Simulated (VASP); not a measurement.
A run of VASP 6.6.1 is set up as follows.

File INCAR:

```
  PREC = Accurate
  ENCUT = 600
  EDIFF = 1E-7
  ISMEAR = 0
  SIGMA = 0.1
  LREAL = F
  LASPH = T
  NELM = 120
  ALGO = Normal
  ISIF = 3
  LWAVE = F
  LCHARG = F
  GGA = PE
  IBRION = 2
  NSW = 90
  EDIFFG = -0.04
  GGA_COMPAT = F
  NELMIN = 4
```

Contents of KPOINTS:

```
regular mesh
0
Gamma
  6 6 4
```

Contents of POSCAR:

```
Bi3F
1.0
    4.9025422377      0.0000000000      0.0000000000
   -2.4512711188      4.2457261210      0.0000000000
    0.0000000000      0.0000000000      5.1741245898
Bi F
3 1
Direct
    0.0000000000      0.0000000000      0.5000000000
    0.3333333333      0.6666666667      0.0000000000
    0.6666666667      0.3333333333      0.0000000000
    0.0000000000      0.0000000000      0.0000000000
```

Potentials or basis: VASP PAW PBE potentials, release 64 (Bi_d, F).

The run is started by

```bash
$ cat potpaw_PBE.64/Bi_d/POTCAR potpaw_PBE.64/F/POTCAR > POTCAR
$ mpirun -np 1 vasp_std > vasp.out
```

Q: Predict the relaxed volume.

A: 29.90 Å³/atom.

Q: What does it give for the relaxed cell?

A: a = 5.448 Å, b = 5.448 Å, c = 4.652 Å, α = 90.00°, β = 90.00°, γ = 120.00°.

Final structure:
```yaml
crystal:
  lattice:
    - [5.44846, 0.00000, 0.00000]
    - [-2.72423, 4.71850, 0.00000]
    - [0.00000, 0.00000, 4.65188]
  atoms:
    - { symbol: Bi, position: [0.00000, 0.00000, 0.50000] }
    - { symbol: Bi, position: [0.33333, 0.66667, 0.00000] }
    - { symbol: Bi, position: [0.66667, 0.33333, 0.00000] }
    - { symbol: F, position: [0.00000, 0.00000, 0.00000] }
```
